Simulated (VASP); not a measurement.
# Al (Fd-3m) in VASP: a series of runs

Al is run at these levels: RPBE; tasks: single point.

Program: VASP 6.6.1. These are calculated values, not measurements. Logs are shortened: lines on timing, memory, paths and dates and some standing lists are left out, and cuts for length are marked.

## Step 1: The cell of the first run

It takes space group Fd-3m (No. 227, cubic). Conventional cell: a = 5.843 Å, b = 5.843 Å, c = 5.843 Å, α = 90.00°, β = 90.00°, γ = 90.00°. Within 3.3 Å of Al (site symmetry -43m) lie 4 Al at 2.53 Å.

## Step 2: Single point, RPBE (volume scaled by 0.88)

INCAR

```
SYSTEM = Al
PREC = Accurate ; ENCUT = 520
EDIFF = 1E-6 ; ISMEAR = -1
SIGMA = 0.1 ; LREAL = .False.
LASPH = .True. ; NELM = 100
ALGO = Normal ; ISIF = 2
LWAVE = .False. ; LCHARG = .False.
GGA = RP ; NBANDS = 10
```

KPOINTS

```
Automatic mesh
0
Gamma
  10 10 10
  0 0 0
```

POSCAR

```
Al
1.0
    0.0000000000      2.9215579531      2.9215579531
    2.9215579531      0.0000000000      2.9215579531
    2.9215579531      2.9215579531      0.0000000000
Al
2
Direct
    0.1250000000      0.1250000000      0.1250000000
    0.8750000000      0.8750000000      0.8750000000
```

Potentials or basis: VASP PAW PBE potentials, release 64 (Al).

Launch:

```console
> cat potpaw_PBE.64/Al/POTCAR > POTCAR
> mpirun -np 1 vasp_std > vasp.out
```

OUTCAR:

```text
SYSTEM = Al
   PREC = Accurate
   ENCUT = 520
   EDIFF = 1E-6
   ISMEAR = -1
   LREAL = .False.
   LASPH = .True.
   NELM = 100
   ISIF = 2
   GGA = RP

 ion  position               nearest neighbor table
   1  0.125  0.125  0.125-   2 2.53   2 2.53   2 2.53   2 2.53
   2  0.875  0.875  0.875-   1 2.53   1 2.53   1 2.53   1 2.53

  LATTYP: Found a face centered cubic cell.
 ALAT       =     5.8431159062

  Lattice vectors:

 A1 = (   0.0000000000,   2.9215579531,   2.9215579531)
 A2 = (   2.9215579531,   0.0000000000,   2.9215579531)
 A3 = (   2.9215579531,   2.9215579531,   0.0000000000)

Analysis of symmetry for initial positions (statically):
=====================================================================
 Subroutine PRICEL returns:
 Original cell was already a primitive cell.

 Routine SETGRP: Setting up the symmetry group for a
 face centered cubic supercell.

 Subroutine GETGRP returns: Found 48 space group operations
 (whereof 12 operations were pure point group operations)
 out of a pool of 48 trial point group operations.

The static configuration has the point symmetry D_3d.
 The point group associated with its full space group is O_h .

Analysis of symmetry for dynamics (positions and initial velocities):
=====================================================================
 Subroutine PRICEL returns:
 Original cell was already a primitive cell.

 Routine SETGRP: Setting up the symmetry group for a
 face centered cubic supercell.

 Subroutine GETGRP returns: Found 48 space group operations
 (whereof 12 operations were pure point group operations)
 out of a pool of 48 trial point group operations.

The dynamic configuration has the point symmetry D_3d.
 The point group associated with its full space group is O_h .

 Subroutine INISYM returns: Found 48 space group operations
 (whereof 12 operations are pure point group operations),
 and found     1 'primitive' translations

----------------------------------------------------------------------------------------

                                     Primitive cell

  volume of cell :      49.8739

  direct lattice vectors                    reciprocal lattice vectors
     0.000000000  2.921557953  2.921557953    -0.171141565  0.171141565  0.171141565
     2.921557953  0.000000000  2.921557953     0.171141565 -0.171141565  0.171141565
     2.921557953  2.921557953  0.000000000     0.171141565  0.171141565 -0.171141565

  length of vectors
     4.131706881  4.131706881  4.131706881     0.296425886  0.296425886  0.296425886

  position of ions in fractional coordinates (direct lattice)
     0.125000000  0.125000000  0.125000000
     0.875000000  0.875000000  0.875000000

  ion indices of the primitive-cell ions
   primitive index   ion index
                 1           1
                 2           2

----------------------------------------------------------------------------------------

 KPOINTS: Automatic mesh

Automatic generation of k-mesh.
 Grid dimensions read from file:
 generate k-points for:   10   10   10

 Generating k-lattice:

  Cartesian coordinates                     Fractional coordinates (reciprocal lattice)
    -0.017114156  0.017114156  0.017114156     0.100000000  0.000000000  0.000000000
     0.017114156 -0.017114156  0.017114156     0.000000000  0.100000000  0.000000000
     0.017114156  0.017114156 -0.017114156     0.000000000  0.000000000  0.100000000

  Length of vectors
     0.029642589  0.029642589  0.029642589

  Shift w.r.t. Gamma in fractional coordinates (k-lattice)
     0.000000000  0.000000000  0.000000000

 Subroutine IBZKPT returns following result:
 ===========================================

 Found     47 irreducible k-points:

 Following reciprocal coordinates:
            Coordinates               Weight
  0.000000  0.000000  0.000000      1.000000
  0.100000  0.000000  0.000000      8.000000
  0.200000  0.000000  0.000000      8.000000
  0.300000  0.000000  0.000000      8.000000
  0.400000  0.000000  0.000000      8.000000
  0.500000  0.000000  0.000000      4.000000
[... 16 lines left out ...]
  0.300000  0.300000  0.000000      6.000000
  0.400000  0.300000  0.000000     24.000000
 [... further k-points ...]
   k-points           NKPTS =     47   k-points in BZ     NKDIM =     47   number of bands    NBANDS=     10
   number of dos      NEDOS =    301   number of ions     NIONS =      2
   total plane-waves  NPLWV =  32768
   dimension x,y,z NGX =    32 NGY =   32 NGZ =   32
   dimension x,y,z NGXF=    64 NGYF=   64 NGZF=   64
   ions per type =               2
   NGX,Y,Z   is equivalent  to a cutoff of  12.88, 12.88, 12.88 a.u.
   NGXF,Y,Z  is equivalent  to a cutoff of  25.75, 25.75, 25.75 a.u.
 SYSTEM =  Al
   PREC   = accura    normal or accurate (medium, high low for compatibility)
   ISTART =      0    job   : 0-new  1-cont  2-samecut
   ICHARG =      2    charge: 1-file 2-atom 10-const
   ISPIN  =      1    spin polarized calculation?
   LNONCOLLINEAR =      F non collinear calculations
   LSORBIT =      F    spin-orbit coupling
   LASPH  =      T    aspherical Exc in radial PAW
   ENCUT  =  520.0 eV  38.22 Ry    6.18 a.u.   7.68  7.68  7.68*2*pi/ulx,y,z
   NELM   =    100;   NELMIN=  2; NELMDL= -5     # of ELM steps
   EDIFF  = 0.1E-05   stopping-criterion for ELM
   LREAL  =      F    real-space projection
   EDIFFG = 0.1E-04   stopping-criterion for IOM
   NSW    =      0    number of steps for IOM
   IBRION =     -1    ionic relax: 0-MD 1-quasi-New 2-CG
   NFREE  =      0    steps in history (QN), initial steepest desc. (CG)
   ISIF   =      2    stress and relaxation
   ISYM   =      2    0-nonsym 1-usesym 2-fastsym
   POTIM  = 0.5000    time-step for ionic-motion
   TEBEG  =    0.0;   TEEND  =   0.0 temperature during run
   PSTRESS=    0.0 pullay stress
   NELECT =       6.0000    total number of electrons
   NUPDOWN=      -1.0000    fix difference up-down
   EMIN   =  10.00;   EMAX   =-10.00  energy-range for DOS
   EFERMI =   0.00;   METHOD = LEGACY
   ISMEAR =    -1;   SIGMA  =   0.10  broadening in eV -4-tet -1-fermi 0-gaus
   EFERMI_NEDOS =   21; number of points for ismear=-14 and -15
   IALGO  =     38    algorithm
   IMIX   =      4    mixing-type and parameters
     AMIX     =   0.40;   BMIX     =  1.00
     AMIX_MAG =   1.60;   BMIX_MAG =  1.00
  volume/ion in A,a.u.               =      24.94       168.28
  Fermi-wavevector in a.u.,A,eV,Ry     =   0.808166  1.527213  8.886411  0.653133
  Thomas-Fermi vector in A             =   1.916921
   LORBIT       =      0    0 simple, 1 ext, 2 COOP (PROOUT), +10 PAW based schemes
   GGA     = RP    functional components
   LHFCALC =     F    Hartree Fock is set to
   AEXX    =    0.0000 exact exchange contribution
   IVDW    =     0    specifies the selected vdW correction
   LEPSILON=     F    determine dielectric tensor
   LRPA    =     F    only Hartree local field effects (RPA)
 non-spin polarized calculation
  energy-cutoff  :      520.00
  volume of cell :       49.87
 maximum number of plane-waves:      1363
   NGX = 15   NGY = 15   NGZ = 15

 number of electron       6.0000000 magnetization

 Free energy of the ion-electron system (eV)
  ---------------------------------------------------
  ext. energy  EPLUGINS =         0.00000000
  ---------------------------------------------------
  free energy    TOTEN  =        -5.48031231 eV

  energy without entropy =       -5.43698330  energy(sigma->0) =       -5.45864780

 E-fermi :   3.5410     XC(G=0):  -8.4129

 val. band max:        3.5042414234   @ k =   0.5000   0.3000   0.0000
 cond. band min:       3.6270565296   @ k =  -0.3000   0.3000   0.1000
 fundamental gap:      0.1228151062
 Fermi energy:         3.5410351109

 k-point     1 :       0.0000    0.0000    0.0000
  band No.  band energies     occupation
      1      -4.7437      2.00000
      2       5.8365      0.00000
      3       5.8365      0.00000
      4       5.8365      0.00000
      5       7.6930      0.00000
      6       7.6930      0.00000
      7       7.6930      0.00000
      8       9.9299      0.00000
      9      11.6198      0.00000
     10      11.6198      0.00000

 k-point     2 :       0.1000    0.0000    0.0000
  band No.  band energies     occupation
      1      -4.6240      2.00000
      2       4.8148      0.00001
      3       5.6337      0.00000
      4       5.6337      0.00000
      5       7.8912      0.00000
      6       7.9866      0.00000
      7       7.9866      0.00000
      8      10.5040      0.00000
      9      11.2483      0.00000
     10      11.2483      0.00000

 k-point     3 :       0.2000    0.0000    0.0000
  band No.  band energies     occupation
      1      -4.2691      2.00000
      2       3.1387      1.96484
      3       5.2765      0.00000
      4       5.2765      0.00000
      5       7.7448      0.00000
      6       8.4160      0.00000
      7       8.4160      0.00000
      8      10.9604      0.00000
      9      10.9604      0.00000
     10      11.6800      0.00000

 k-point     4 :       0.3000    0.0000    0.0000
  band No.  band energies     occupation
      1      -3.6970      2.00000
      2       1.5137      2.00000
      3       4.9833      0.00000
      4       4.9833      0.00000
      5       7.4934      0.00000
      6       8.3838      0.00000
      7       8.3838      0.00000
      8      11.5922      0.00000
      9      11.5922      0.00000
     10      11.9100      0.00000
[... 222 lines left out ...]
 k-point    22 :      -0.2000    0.2000    0.0000
  band No.  band energies     occupation
      1      -3.4996      2.00000
      2       1.9953      2.00000
      3       2.8505      1.99800
      4       5.0646      0.00000
      5       8.0122      0.00000
      6       8.9607      0.00000
      7       9.2955      0.00000
      8      10.0759      0.00000
      9      10.6305      0.00000
     10      14.7029      0.00000

 k-point    23 :       0.3000    0.3000    0.0000
  band No.  band energies     occupation
      1      -3.3241      2.00000
      2       2.2089      2.00000
      3       3.6729      0.42195
      4       3.6729      0.42195
      5       5.9514      0.00000
      6       7.0306      0.00000
      7      11.5188      0.00000
      8      11.5188      0.00000
      9      13.1463      0.00000
     10      14.6001      0.00000

 k-point    24 :       0.4000    0.3000    0.0000
  band No.  band energies     occupation
      1      -2.7559      2.00000
      2       1.2831      2.00000
      3       3.0211      1.98902
      4       3.4894      1.25282
      5       6.0788      0.00000
      6       6.9907      0.00000
      7      11.7019      0.00000
      8      11.8633      0.00000
      9      14.1957      0.00000
     10      15.9618      0.00000

 [... further k-points ...]
[... 5 lines left out ...]
  --------------------------------------------------------------------------------------
  -------------------------------------------------------------------------------------
  Total        1.7935799      1.7935799      1.7935799     -0.0000000     -0.0000000      0.0000000
  in kB       57.6179503     57.6179503     57.6179503     -0.0000000     -0.0000000      0.0000000
  external PRESSURE =      57.6179503 kB  Pullay stress =       0.0000000 kB

 VOLUME and BASIS-vectors are now :
 -----------------------------------------------------------------------------
  energy-cutoff  :      520.00
  volume of cell :       49.87
      direct lattice vectors                 reciprocal lattice vectors
     0.000000000  2.921557953  2.921557953    -0.171141565  0.171141565  0.171141565
     2.921557953  0.000000000  2.921557953     0.171141565 -0.171141565  0.171141565
     2.921557953  2.921557953  0.000000000     0.171141565  0.171141565 -0.171141565

 POSITION                                       TOTAL-FORCE (eV/Angst)
 -----------------------------------------------------------------------------------
      0.73039      0.73039      0.73039         0.000000      0.000000      0.000000
      5.11273      5.11273      5.11273        -0.000000     -0.000000     -0.000000
 -----------------------------------------------------------------------------------
    total drift:                                0.000000      0.000000     -0.000000

  FREE ENERGIE OF THE ION-ELECTRON SYSTEM (eV)
  ---------------------------------------------------
  free  energy   TOTEN  =        -5.4803123107 eV

  energy  without entropy=       -5.4369832961  energy(sigma->0) =       -5.45864780
```

Wall time 36 s (1 thread of AMD EPYC 7R13, shared host); peak memory 0.14 GiB.

Results:

```yaml
Free_energy: -5.4803 eV
Pressure: 5.8 GPa
Band_gap_on_the_k_mesh: zero (band 3 reaches 5.84 eV, above the bottom of band 4 at 2.05 eV)
```

Caveat: the PAW data sets were made with another functional, which shifts forces and pressure a little.

## Step 3: Single point, RPBE (volume scaled by 0.92)

INCAR

```
SYSTEM = Al
PREC = Accurate
ENCUT = 520
EDIFF = 1E-7
ISMEAR = -1
SIGMA = 0.1
LREAL = .False.
LASPH = .True.
NELM = 60
ALGO = Normal
ISIF = 2
LWAVE = .False.
LCHARG = .True.
GGA = RP
LELF = .True.
LVHAR = .True.
NBANDS = 10
```

KPOINTS is that of step 2.

POSCAR

```
Al
1.0
    0.0000000000      2.9651697254      2.9651697254
    2.9651697254      0.0000000000      2.9651697254
    2.9651697254      2.9651697254      0.0000000000
Al
2
Direct
    0.1250000000      0.1250000000      0.1250000000
    0.8750000000      0.8750000000      0.8750000000
```

Potentials or basis: VASP PAW PBE potentials, release 64 (Al).

Launch:

```console
> cat potpaw_PBE.64/Al/POTCAR > POTCAR
> mpirun -np 1 vasp_std > vasp.out
```

OUTCAR:

```text
SYSTEM = Al
   PREC = Accurate
   ENCUT = 520
   EDIFF = 1E-7
   ISMEAR = -1
   LREAL = .False.
   LASPH = .True.
   NELM = 60
   ISIF = 2
   GGA = RP

 ion  position               nearest neighbor table
   1  0.125  0.125  0.125-   2 2.57   2 2.57   2 2.57   2 2.57
   2  0.875  0.875  0.875-   1 2.57   1 2.57   1 2.57   1 2.57

  LATTYP: Found a face centered cubic cell.
 ALAT       =     5.9303394508

  Lattice vectors:

 A1 = (   0.0000000000,   2.9651697254,   2.9651697254)
 A2 = (   2.9651697254,   0.0000000000,   2.9651697254)
 A3 = (   2.9651697254,   2.9651697254,   0.0000000000)

Analysis of symmetry for initial positions (statically):
=====================================================================
 Subroutine PRICEL returns:
 Original cell was already a primitive cell.

 Routine SETGRP: Setting up the symmetry group for a
 face centered cubic supercell.

 Subroutine GETGRP returns: Found 48 space group operations
 (whereof 12 operations were pure point group operations)
 out of a pool of 48 trial point group operations.

The static configuration has the point symmetry D_3d.
 The point group associated with its full space group is O_h .

[... 163 lines left out ...]
 cond. band min:       3.3299040979   @ k =  -0.3000   0.3000   0.1000
 fundamental gap:      0.1276801901
 Fermi energy:         3.2387539174

 k-point     1 :       0.0000    0.0000    0.0000
  band No.  band energies     occupation
      1      -4.8495      2.00000
      2       5.4443      0.00000
      3       5.4443      0.00000
      4       5.4443      0.00000
      5       7.2998      0.00000
      6       7.2998      0.00000
      7       7.2998      0.00000
      8       9.1477      0.00000
      9      11.2109      0.00000
     10      11.2109      0.00000
[... 287 lines left out ...]
 k-point    24 :       0.4000    0.3000    0.0000
  band No.  band energies     occupation
      1      -2.9343      2.00000
      2       0.9572      2.00000
      3       2.7476      1.98539
      4       3.1891      1.24318
      5       5.7581      0.00000
      6       6.6660      0.00000
      7      11.2010      0.00000
      8      11.3057      0.00000
      9      13.6873      0.00000
     10      15.1218      0.00000

 [... further k-points ...]
[... 5 lines left out ...]
  --------------------------------------------------------------------------------------
  -------------------------------------------------------------------------------------
  Total        1.1067890      1.1067890      1.1067890     -0.0000000      0.0000000      0.0000000
  in kB       34.0092265     34.0092265     34.0092265     -0.0000000      0.0000000      0.0000000
  external PRESSURE =      34.0092265 kB  Pullay stress =       0.0000000 kB

 VOLUME and BASIS-vectors are now :
 -----------------------------------------------------------------------------
  energy-cutoff  :      520.00
  volume of cell :       52.14
      direct lattice vectors                 reciprocal lattice vectors
     0.000000000  2.965169725  2.965169725    -0.168624412  0.168624412  0.168624412
     2.965169725  0.000000000  2.965169725     0.168624412 -0.168624412  0.168624412
     2.965169725  2.965169725  0.000000000     0.168624412  0.168624412 -0.168624412

 POSITION                                       TOTAL-FORCE (eV/Angst)
 -----------------------------------------------------------------------------------
      0.74129      0.74129      0.74129         0.000000      0.000000      0.000000
      5.18905      5.18905      5.18905        -0.000000     -0.000000     -0.000000
 -----------------------------------------------------------------------------------
    total drift:                                0.000000      0.000000     -0.000000

  FREE ENERGIE OF THE ION-ELECTRON SYSTEM (eV)
  ---------------------------------------------------
  free  energy   TOTEN  =        -5.5446860541 eV

  energy  without entropy=       -5.4987228758  energy(sigma->0) =       -5.52170446
```

OSZICAR:

```text
N       E                     dE             d eps       ncg     rms          rms(c)
DAV:   1     0.890054937417E+00    0.89005E+00   -0.20156E+03   940   0.443E+02
DAV:   2    -0.537149935849E+01   -0.62616E+01   -0.61282E+01  1246   0.461E+01
DAV:   3    -0.552348942466E+01   -0.15199E+00   -0.15033E+00  1222   0.622E+00
DAV:   4    -0.552474861111E+01   -0.12592E-02   -0.12589E-02  1128   0.604E-01
DAV:   5    -0.552477147435E+01   -0.22863E-04   -0.22863E-04  1154   0.783E-02    0.236E+00
DAV:   6    -0.553698259618E+01   -0.12211E-01   -0.26435E-03  1094   0.304E-01    0.147E+00
DAV:   7    -0.554451274693E+01   -0.75302E-02   -0.74957E-03  1018   0.531E-01    0.148E-01
DAV:   8    -0.554459068623E+01   -0.77939E-04   -0.12332E-04  1078   0.533E-02    0.103E-01
DAV:   9    -0.554468377164E+01   -0.93085E-04   -0.18264E-04  1028   0.693E-02    0.287E-02
DAV:  10    -0.554468438268E+01   -0.61103E-06   -0.12575E-06  1146   0.646E-03    0.968E-03
DAV:  11    -0.554468609385E+01   -0.17112E-05   -0.18340E-06  1008   0.718E-03    0.343E-03
DAV:  12    -0.554468605410E+01    0.39748E-07   -0.90519E-09   672   0.532E-04
   1 F= -.55446861E+01 E0= -.55217045E+01  d E =-.459632E-01
```

stdout:

```text
POSCAR found type information on POSCAR Al
 POSCAR found :  1 types and       2 ions
 scaLAPACK will be used
 -----------------------------------------------------------------------------
|                                                                             |
|                                                                             |
|     You enforced a specific xc type in the INCAR file but a different       |
|     I HOPE YOU KNOW WHAT YOU ARE DOING!                                     |
|                                                                             |
 -----------------------------------------------------------------------------

 LDA part: xc-table for (Slater+PW92), standard interpolation
 POSCAR, INCAR and KPOINTS ok, starting setup
 FFT: planning ... GRIDC
 FFT: planning ... GRID_SOFT
 FFT: planning ... GRID
 WAVECAR not read
 entering main loop
```

Run time: 41 s. Hardware: 1 thread of AMD EPYC 7R13, shared host; peak memory 0.14 GiB.

Results:

- Free energy: -5.5447 eV
- Pressure: 3.4 GPa
- Band gap on the k mesh: zero (band 3 reaches 5.44 eV, above the bottom of band 4 at 1.83 eV)

Caveat: the PAW data sets were made with another functional, which shifts forces and pressure a little.
